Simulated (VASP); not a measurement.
Wanted: the native input for a VASP 6.6.1 run.

- Task: single point
- Functional: PBE
- Potentials or basis: VASP PAW PBE potentials, release 64 (Cd, Te, I)
- Cutoff: 520 eV
- k mesh: 4 × 4 × 2
- Occupations: gaussian, width 0.1 eV
- Spin: no spin polarisation
- Dipole correction: no
- Further INCAR settings: ALGO = Normal; EDIFF = 1e-06; NBANDS = 30

The structure of Cd2TeI2 lies in POSCAR:

```
Cd2TeI2
1.0
    4.2019778963      0.0000000000      0.0000000000
    0.0000000000      4.2019778963      0.0000000000
    0.0000000000      0.0000000000     10.3349390126
Cd Te I
2 1 2
Direct
    0.5000000000      0.5000000000      0.0000000000
    0.5000000000      0.5000000000      0.5000000000
    0.0000000000      0.0000000000      0.0000000000
    0.0000000000      0.0000000000      0.3326716894
    0.0000000000      0.0000000000      0.6673283106
```

These files were run (other wordings do the same):

INCAR

```
ALGO     = Normal         # electronic algorithm
EDIFF    = 1E-6           # SCF threshold, eV
ENCUT    = 520            # plane-wave cutoff, eV
GGA      = PE             # functional
ISIF     = 2              # what is computed and relaxed
ISMEAR   = 0              # smearing method
LASPH    = T              # aspherical terms in the spheres
LCHARG   = F              # write CHGCAR
LREAL    = F              # projectors in reciprocal space
LWAVE    = F              # write WAVECAR
NBANDS   = 30             # bands
NELM     = 60             # most SCF steps
PREC     = Accurate       # precision mode
SIGMA    = 0.1            # smearing width, eV
```

KPOINTS

```
k-points
0
Gamma
  4 4 2
```

Potentials or basis: VASP PAW PBE potentials, release 64 (Cd, Te, I).

The run is started by

```bash
$ cat potpaw_PBE.64/Cd/POTCAR potpaw_PBE.64/Te/POTCAR potpaw_PBE.64/I/POTCAR > POTCAR
$ mpirun -np 1 vasp_std > vasp.out
```

It gave:

The pressure is 0.0 GPa, the largest force is 0.011 eV/Å and the band gap on the k mesh is zero (band 22 reaches 3.67 eV, above the bottom of band 23 at 1.60 eV).

Caveat: the k points lie up to 0.37 Å⁻¹ apart; spin-orbit coupling is left out, which moves the levels of the heavy elements.

Wall time 110 s on 1 thread of Oxide Virtual Turin-like Processor, with other jobs on the host, peak memory 0.26 GiB.
